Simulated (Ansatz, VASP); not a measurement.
Ni in VASP and in Ansatz

```
Ni
1.0
    -1.47457    1.47457    1.26589
     1.47457   -1.47457    1.26589
     1.47457    1.47457   -1.26589
Ni
1
Direct
  0.50000 0.50000 0.00000
```

Alike in both runs: functional PBE; k mesh 22 × 22 × 22; occupations gaussian, width 0.1 eV; collinear spin.

Ansatz relaxed the structure, and its values are those at the end. VASP's run is a single point on that final structure, the one shown.

```csv
,VASP,Ansatz
version,VASP 6.6.1,Ansatz 0.2.0
potentials or method,"VASP PAW PBE potentials, release 64 (Ni), cutoff 520 eV","scalar-relativistic, plane waves, PAW"
valence electrons in the cell,10,18
```

VASP gave:

| Item | Value |
| --- | --- |
| gap on the k mesh at the Fermi level (eV) | none |
| pressure (GPa) | 0.0 |
| net moment per atom (μB) | 0.60 |
| size of the moment on the site where the two differ most (μB) | 0.61 |

What did Ansatz give for the same quantities?

gap on the k mesh at the Fermi level (eV): none; pressure (GPa): 0.0; net moment per atom (μB): 0.61; size of the moment on the site where the two differ most (μB): 0.64.

Site moments also hang on the region over which each program counts them. A gap of «none» marks a metal or a gap that the smearing closes. VASP's potentials hold 10 valence electrons a cell and Ansatz's 18, so a difference there can come from the potentials and not from the codes.
